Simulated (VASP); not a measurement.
Write the native input for VASP 6.6.1 that does the following.

```
Task                   : single point
Functional             : PBE
Dispersion             : D3(BJ)
Potentials or basis    : VASP PAW PBE potentials, release 64 (Al, Cu)
Cutoff                 : 520 eV
k mesh                 : 7 × 7 × 1
Occupations            : gaussian, width 0.1 eV
Spin                   : no spin polarisation
Dipole correction      : yes
Further INCAR settings : ALGO = Normal; EDIFF = 1e-06; NBANDS = 50
```

The structure of Al5Cu2 lies in POSCAR:

```
Al5Cu2
1.0
    4.8103827287      0.0000000000      0.0000000000
   -2.4051913644      4.2174816835      0.0000000000
    0.0000000000      0.0000000000     25.4349633669
Al Cu
10 4
Direct
    0.4082048455      0.8164096910      0.3341856592
    0.0917951545      0.1835903090      0.3341856592
    0.7500000000      0.5000000000      0.3866509235
    0.2500000000      0.5000000000      0.4475347357
    0.9081446924      0.8162893848      0.5004899834
    0.5918553076      0.1837106152      0.5004899834
    0.2500000000      0.5000000000      0.5547993020
    0.7500000000      0.5000000000      0.6191103546
    0.4128850652      0.8257701304      0.6689905700
    0.0871149348      0.1742298696      0.6689905700
    0.7500000000      0.0000000000      0.4170928296
    0.2500000000      0.0000000000      0.4170928296
    0.2500000000      0.0000000000      0.5831136883
    0.7500000000      0.0000000000      0.5831136883
```

One way to write it, as run:

INCAR

```
SYSTEM = Al5Cu2
  PREC = Accurate
  ENCUT = 520
  EDIFF = 1E-6
  ISMEAR = 0
  SIGMA = 0.1
  LREAL = .False.
  LASPH = .True.
  NELM = 100
  ALGO = Normal
  ISIF = 2
  LWAVE = .False.
  LCHARG = .True.
  LDIPOL = .True.
  IDIPOL = 3
  DIPOL = 0.5 0.5 0.501
  GGA = PE
  IVDW = 12
  LELF = .True.
  LVHAR = .True.
  LVACPOTAV = .True.
  NBANDS = 50
```

KPOINTS

```
regular mesh
0
Gamma
  7 7 1
  0 0 0
```

Potentials or basis: VASP PAW PBE potentials, release 64 (Al, Cu).

The run is started by

```sh
$ cat potpaw_PBE.64/Al/POTCAR potpaw_PBE.64/Cu/POTCAR > POTCAR
$ mpirun -np 1 vasp_std > vasp.out
```

Results of the run:

The largest force is 0.274 eV/Å, the band gap on the k mesh is zero (bands 37 and 38 overlap by 0.71 eV) and the dispersion energy per atom is -0.316 eV.

It took 20 min on 1 thread of Intel Xeon 8259CL, on a shared host, peak memory 0.71 GiB.
